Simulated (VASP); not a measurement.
# O (R-3m) in VASP: a series of runs

O is run at these levels: PBE+D3(BJ), r2SCAN, PBE, PBEsol; tasks: single point.

Everything below comes from runs of VASP 6.6.1. Logs are shortened: lines on timing, memory, paths and dates and some standing lists are left out, and cuts for length are marked.

**1. The cell of the first run**

It takes space group R-3m (No. 166, trigonal). The conventional cell has a = 2.847 Å, b = 2.847 Å, c = 10.225 Å, α = 90.00°, β = 90.00°, γ = 120.00°. Within 1.6 Å of O (site symmetry 3m) lie 1 O at 1.18 Å.

**2. Single point, PBE+D3(BJ)**

Input file INCAR:

```
PREC = Accurate ; ENCUT = 600
EDIFF = 1E-6 ; ISMEAR = 0
SIGMA = 0.1 ; LREAL = F
LASPH = T ; NELM = 120
ALGO = Normal ; ISIF = 2
LWAVE = F ; LCHARG = F
GGA = PE ; IVDW = 12
NBANDS = 13 ; ISYM = 0
GGA_COMPAT = F
```

Input file KPOINTS:

```
Automatic mesh
0
Gamma
  3 3 3
  0 0 0.5
```

Input file POSCAR:

```
O
1.0
    1.4233490221      0.8217709410      3.4083000000
   -1.4233490221      0.8217709410      3.4083000000
    0.0000000000     -1.6435418821      3.4083000000
O
2
Direct
    0.0577000000      0.0577000000      0.0577000000
    0.9423000000      0.9423000000      0.9423000000
```

Potentials or basis: VASP PAW PBE potentials, release 64 (O).

On the command line:

```bash
cat potpaw_PBE.64/O/POTCAR > POTCAR
mpirun -np 1 vasp_std > vasp.out
```

OUTCAR:

```text
PREC = Accurate
   ENCUT = 600
   EDIFF = 1E-6
   ISMEAR = 0
   LREAL = F
   LASPH = T
   NELM = 120
   ISIF = 2
   GGA = PE
   IVDW = 12
   ISYM = 0
 IVDW          = 12

 ion  position               nearest neighbor table
   1  0.058  0.058  0.058-   2 1.18
   2  0.942  0.942  0.942-   1 1.18

IMPORTANT INFORMATION: All symmetrisations will be switched off!
NOSYMM: (Re-)initialisation of all symmetry stuff for point group C_1.

----------------------------------------------------------------------------------------

                                     Primitive cell

  volume of cell :      23.9195

  direct lattice vectors                    reciprocal lattice vectors
     1.423349022  0.821770941  3.408300000     0.351284184  0.202814018  0.097800467
    -1.423349022  0.821770941  3.408300000    -0.351284184  0.202814018  0.097800467
     0.000000000 -1.643541882  3.408300000     0.000000000 -0.405628037  0.097800467

  length of vectors
     3.783878805  3.783878805  3.783878805     0.417251765  0.417251765  0.417251765

  position of ions in fractional coordinates (direct lattice)
     0.057700000  0.057700000  0.057700000
     0.942300000  0.942300000  0.942300000

  ion indices of the primitive-cell ions
   primitive index   ion index
                 1           1
                 2           2

----------------------------------------------------------------------------------------

 KPOINTS: Automatic mesh

Automatic generation of k-mesh.
 Grid dimensions read from file:
 generate k-points for:    3    3    3

 Generating k-lattice:

  Cartesian coordinates                     Fractional coordinates (reciprocal lattice)
     0.117094728  0.067604673  0.032600156     0.333333333 -0.000000000  0.000000000
    -0.117094728  0.067604673  0.032600156    -0.000000000  0.333333333  0.000000000
     0.000000000 -0.135209346  0.032600156     0.000000000  0.000000000  0.333333333

  Length of vectors
     0.139083922  0.139083922  0.139083922

  Shift w.r.t. Gamma in fractional coordinates (k-lattice)
     0.000000000  0.000000000  0.500000000

 Subroutine IBZKPT returns following result:
 ===========================================

 Found     42 irreducible k-points:

 Following reciprocal coordinates:
            Coordinates               Weight
  0.000000  0.000000  0.166667      2.000000
 -0.000000 -0.166667  0.000000      2.000000
  0.166667  0.000000  0.000000      2.000000
  0.333333  0.000000  0.166667      2.000000
 -0.333333 -0.166667 -0.000000      2.000000
[... 48 lines left out ...]
   PSTRESS=    0.0 pullay stress
   NELECT =      12.0000    total number of electrons
   NUPDOWN=      -1.0000    fix difference up-down
   EMIN   =  10.00;   EMAX   =-10.00  energy-range for DOS
   EFERMI =   0.00;   METHOD = LEGACY
   ISMEAR =     0;   SIGMA  =   0.10  broadening in eV -4-tet -1-fermi 0-gaus
   EFERMI_NEDOS =   21; number of points for ismear=-14 and -15
   IALGO  =     38    algorithm
   IMIX   =      4    mixing-type and parameters
     AMIX     =   0.40;   BMIX     =  1.00
     AMIX_MAG =   1.60;   BMIX_MAG =  1.00
  volume/ion in A,a.u.               =      11.96        80.71
  Fermi-wavevector in a.u.,A,eV,Ry     =   1.300823  2.458199 23.022964  1.692140
  Thomas-Fermi vector in A             =   2.431997
   LORBIT       =      0    0 simple, 1 ext, 2 COOP (PROOUT), +10 PAW based schemes
   GGA     = PE    functional components
   LHFCALC =     F    Hartree Fock is set to
   AEXX    =    0.0000 exact exchange contribution
   IVDW    =    12    specifies the selected vdW correction
   LEPSILON=     F    determine dielectric tensor
   LRPA    =     F    only Hartree local field effects (RPA)
 non-spin polarized calculation
 Gauss-broadening in eV      SIGMA  =   0.10
  energy-cutoff  :      600.00
  volume of cell :       23.92
 maximum number of plane-waves:       807
   NGX = 15   NGY = 15   NGZ = 15

 number of electron      12.0000001 magnetization

 Free energy of the ion-electron system (eV)
  ---------------------------------------------------
  ext. energy  EPLUGINS =         0.00000000
  ---------------------------------------------------
  free energy    TOTEN  =        -9.28039458 eV

  energy without entropy =       -9.26755486  energy(sigma->0) =       -9.27397472

 E-fermi :   0.5000     XC(G=0):  -9.1930

 val. band max:        0.2945203445   @ k =   0.3333  -0.1667  -0.0000
 cond. band min:       0.5058579451   @ k =   0.0000   0.5000   0.0000
 fundamental gap:      0.2113376005
 Fermi energy:         0.4999633471

 k-point     1 :       0.0000    0.0000    0.1667
  band No.  band energies     occupation
      1     -27.6535      2.00000
      2     -13.3955      2.00000
      3      -8.5659      2.00000
      4      -6.5771      2.00000
      5      -6.2494      2.00000
      6       0.6342      0.05763
      7       0.8693      0.00000
      8       9.5402      0.00000
      9      12.1354      0.00000
     10      15.5558      0.00000
     11      18.4737      0.00000
     12      20.2625      0.00000
     13      22.8776      0.00000
[... 354 lines left out ...]
  band No.  band energies     occupation
      1     -27.3673      2.00000
      2     -13.5657      2.00000
      3      -8.1034      2.00000
      4      -7.0617      2.00000
      5      -6.8094      2.00000
      6      -0.4354      2.00000
      7       0.5459      0.51572
      8      10.7526      0.00000
      9      13.4152      0.00000
     10      14.0780      0.00000
     11      16.3328      0.00000
     12      20.1332      0.00000
     13      21.8056      0.00000

 [... further k-points ...]

------------------------ aborting loop because EDIFF is reached ----------------------------------------

 Edisp (eV)   -0.14017

 E8    (eV) :    -0.0343

  FORCE on cell =-STRESS in cart. coord.  units (eV):
  Direction    XX          YY          ZZ          XY          YZ          ZX
  --------------------------------------------------------------------------------------
  -------------------------------------------------------------------------------------
  Total      -0.86714    -0.86714     5.57207     0.00000     0.00000    -0.00000
  in kB     -58.08318   -58.08315   373.22923     0.00001     0.00005    -0.00004
  external pressure =       85.69 kB  Pullay stress =        0.00 kB

 VOLUME and BASIS-vectors are now :
 -----------------------------------------------------------------------------
  energy-cutoff  :      600.00
  volume of cell :       23.92
      direct lattice vectors                 reciprocal lattice vectors
     1.423349022  0.821770941  3.408300000     0.351284184  0.202814018  0.097800467
    -1.423349022  0.821770941  3.408300000    -0.351284184  0.202814018  0.097800467
     0.000000000 -1.643541882  3.408300000     0.000000000 -0.405628037  0.097800467

 POSITION                                       TOTAL-FORCE (eV/Angst)
 -----------------------------------------------------------------------------------
      0.00000     -0.00000      0.58998         0.000001     -0.000001      4.361577
      0.00000     -0.00000      9.63492        -0.000001      0.000001     -4.361577
 -----------------------------------------------------------------------------------
    total drift:                                0.000000     -0.000001     -0.000043

  FREE ENERGIE OF THE ION-ELECTRON SYSTEM (eV)
  ---------------------------------------------------
  free  energy   TOTEN  =        -9.4205676046 eV

  energy  without entropy=       -9.4077278862  energy(sigma->0) =       -9.41414775
```

It took 12 s on 1 thread of AMD EPYC 9R45 (Zen 5), shared host; peak memory 0.14 GiB.

Results:

```yaml
Free_energy: -9.4206 eV
Pressure: 8.6 GPa
Largest_force: 4.362 eV/Å
Band_gap_on_the_k_mesh: zero (band 6 reaches 0.77 eV, above the bottom of band 7 at 0.29 eV)
Dispersion_energy_per_atom: -0.070 eV
```

Forces in eV/Å, atoms in the order of the input:
```
O    0.000  0.000  4.362
O    0.000  0.000 -4.362
```

Stress tensor (GPa, compression positive):
```
-5.81  0.00  0.00
 0.00 -5.81  0.00
 0.00  0.00 37.32
```

Caveat: the k points lie up to 0.87 Å⁻¹ apart; the standard files for N, O and F lose accuracy on very short bonds; spin is off for a triplet molecule; pairwise dispersion overbinds metals, which lowers pressure and volume; forces of over 1 eV/Å act on the atoms, so gaps and moduli don't describe the material at rest.

**3. Single point, r2SCAN**

POSCAR is that of step 2.

Input file INCAR.step1:

```
SYSTEM = O
  ALGO = Normal
  EDIFF = 1E-5
  ENCUT = 660
  GGA = PE
  GGA_COMPAT = .FALSE.
  ISMEAR = 0
  LASPH = .TRUE.
  LCHARG = .FALSE.
  LREAL = .FALSE.
  LWAVE = .TRUE.
  NBANDS = 13
  NELM = 120
  PREC = Accurate
  SIGMA = 0.1
```

Input file INCAR.step2:

```
SYSTEM = O
  ALGO = Normal
  EDIFF = 1E-6
  ENCUT = 660
  GGA_COMPAT = .FALSE.
  ISIF = 2
  ISMEAR = 0
  ISTART = 1
  LASPH = .TRUE.
  LCHARG = .TRUE.
  LELF = .TRUE.
  LMIXTAU = .TRUE.
  LREAL = .FALSE.
  LVHAR = .TRUE.
  LWAVE = .FALSE.
  METAGGA = R2SCAN
  NBANDS = 13
  NELM = 120
  PREC = Accurate
  SIGMA = 0.1
```

Input file KPOINTS:

```
k-points
0
G
  3 3 3
  0 0 0
```

Potentials or basis: VASP PAW PBE potentials, release 64 (O).

On the command line:

```bash
cat potpaw_PBE.64/O/POTCAR > POTCAR
cp INCAR.step1 INCAR
mpirun -np 1 vasp_std > vasp.out
cp INCAR.step2 INCAR
mpirun -np 1 vasp_std > vasp.out
```

It took 15 s on 1 thread of AMD EPYC 9R45 (Zen 5), shared host; peak memory 0.14 GiB.

It converged, with:

* Free energy: -11.0267 eV
* Pressure: 4.2 GPa
* Largest force: 3.635 eV/Å
* Band gap on the k mesh: zero (band 6 reaches 0.84 eV, above the bottom of band 7 at -0.24 eV)

Forces in eV/Å, atoms in the order of the input:
```
O    0.000  0.000  3.635
O    0.000  0.000 -3.635
```

Stress tensor (GPa, compression positive):
```
-10.89   0.00   0.00
  0.00 -10.89   0.00
  0.00   0.00  34.53
```

Levels at points of the mesh, in eV from the Fermi level:
```
           k point  band 4  band 5  band 6  band 7  band 8  band 9
(0.00, 0.00, 0.00)   -6.59   -6.59    0.89    0.89    9.20   12.78
```

Caveat: the k points lie up to 0.87 Å⁻¹ apart; the standard files for N, O and F lose accuracy on very short bonds; spin is off for a triplet molecule; the PAW data sets were made with another functional, which shifts forces and pressure a little.

**4. Single point, PBE**

Input file INCAR:

```
PREC = Accurate
ENCUT = 600
EDIFF = 1E-6
ISMEAR = 0
SIGMA = 0.13605693122994
LREAL = F
LASPH = T
NELM = 120
ALGO = Normal
ISIF = 2
LWAVE = F
LCHARG = T
GGA = PE
LELF = T
LVHAR = T
NBANDS = 13
ISYM = 0
GGA_COMPAT = F
```

Input file KPOINTS:

```
Automatic mesh
0
Gamma
  5 2 4
```

Input file POSCAR:

```
O
1.0
    1.4233490221      0.8217709410      3.4083000000
   -1.4233490221      0.8217709410      3.4083000000
    0.0000000000     -1.6435418821      3.4083000000
O
2
Direct
    0.7337000000      0.5017000000      0.7437000000
    1.6183000000      1.3863000000      1.6283000000
```

Potentials or basis: VASP PAW PBE potentials, release 64 (O).

On the command line:

```bash
cat potpaw_PBE.64/O/POTCAR > POTCAR
mpirun -np 1 vasp_std > vasp.out
```

OUTCAR:

```text
PREC = Accurate
   ENCUT = 600
   EDIFF = 1E-6
   ISMEAR = 0
   LREAL = F
   LASPH = T
   NELM = 120
   ISIF = 2
   GGA = PE
   ISYM = 0

 ion  position               nearest neighbor table
   1  0.734  0.502  0.744-   2 1.18
   2  0.618  0.386  0.628-   1 1.18

IMPORTANT INFORMATION: All symmetrisations will be switched off!
NOSYMM: (Re-)initialisation of all symmetry stuff for point group C_1.
[... 518 lines left out ...]
     11      19.3019      0.00000
     12      21.2084      0.00000
     13      25.3907      0.00000

------------------------ aborting loop because EDIFF is reached ----------------------------------------

  FORCE on cell =-STRESS in cart. coord.  units (eV):
  Direction    XX          YY          ZZ          XY          YZ          ZX
  --------------------------------------------------------------------------------------
  -------------------------------------------------------------------------------------
  Total       -0.8027480     -0.8317030      6.0151830     -0.1237564     -0.0175832      0.0368676
  in kB      -53.7698169    -55.7092898    402.9101176     -8.2894763     -1.1777623      2.4694728
  external PRESSURE =      97.8103370 kB  Pullay stress =       0.0000000 kB

 VOLUME and BASIS-vectors are now :
 -----------------------------------------------------------------------------
  energy-cutoff  :      600.00
  volume of cell :       23.92
      direct lattice vectors                 reciprocal lattice vectors
     1.423349022  0.821770941  3.408300000     0.351284184  0.202814018  0.097800467
    -1.423349022  0.821770941  3.408300000    -0.351284184  0.202814018  0.097800467
     0.000000000 -1.643541882  3.408300000     0.000000000 -0.405628037  0.097800467

 POSITION                                       TOTAL-FORCE (eV/Angst)
 -----------------------------------------------------------------------------------
      0.33022     -0.20709      6.74537         0.087581     -0.118116      4.231486
      0.33022     -0.20709      5.56541        -0.087581      0.118116     -4.231486
 -----------------------------------------------------------------------------------
    total drift:                                0.000017     -0.000081     -0.000544

  FREE ENERGIE OF THE ION-ELECTRON SYSTEM (eV)
  ---------------------------------------------------
  free  energy   TOTEN  =        -9.2809121393 eV

  energy  without entropy=       -9.2525554216  energy(sigma->0) =       -9.26673378
```

stdout:

```text
POSCAR found type information on POSCAR O
 POSCAR found :  1 types and       2 ions
 scaLAPACK will be used
 LDA part: xc-table for (Slater+PW92), standard interpolation
 -----------------------------------------------------------------------------
|                                                                             |
|           W    W    AA    RRRRR   N    N  II  N    N   GGGG   !!!           |
|           W    W   A  A   R    R  NN   N  II  NN   N  G    G  !!!           |
|           W    W  A    A  R    R  N N  N  II  N N  N  G       !!!           |
|           W WW W  AAAAAA  RRRRR   N  N N  II  N  N N  G  GGG   !            |
|           WW  WW  A    A  R   R   N   NN  II  N   NN  G    G                |
|           W    W  A    A  R    R  N    N  II  N    N   GGGG   !!!           |
|                                                                             |
|     Your reciprocal lattice and k-lattice belong to different lattice       |
|     classes:                                                                |
|                                                                             |
|        The reciprocal lattice is rhombohedral (trigonal),                   |
|        whereas your k-lattice is triclinic.                                 |
|                                                                             |
|     Results are often still useful ...                                      |
|                                                                             |
 -----------------------------------------------------------------------------

 POSCAR, INCAR and KPOINTS ok, starting setup
 FFT: planning ... GRIDC
 FFT: planning ... GRID_SOFT
 FFT: planning ... GRID
 WAVECAR not read
 entering main loop
```

Run time: 7.5 s. Hardware: 1 thread of AMD EPYC 9R45 (Zen 5), shared host; peak memory 0.12 GiB.

Results:

```yaml
Free_energy: -9.2809 eV
Pressure: 9.8 GPa
Largest_force: 4.234 eV/Å
Band_gap_on_the_k_mesh: zero (band 6 reaches 1.02 eV, above the bottom of band 7 at 0.14 eV)
```

Forces in eV/Å, atoms in the order of the input:
```
O    0.088 -0.118  4.231
O   -0.088  0.118 -4.231
```

Caveat: the k points lie up to 1.31 Å⁻¹ apart; the standard files for N, O and F lose accuracy on very short bonds; spin is off for a triplet molecule; forces of over 1 eV/Å act on the atoms, so gaps and moduli don't describe the material at rest.

[end of part 1 of 2]
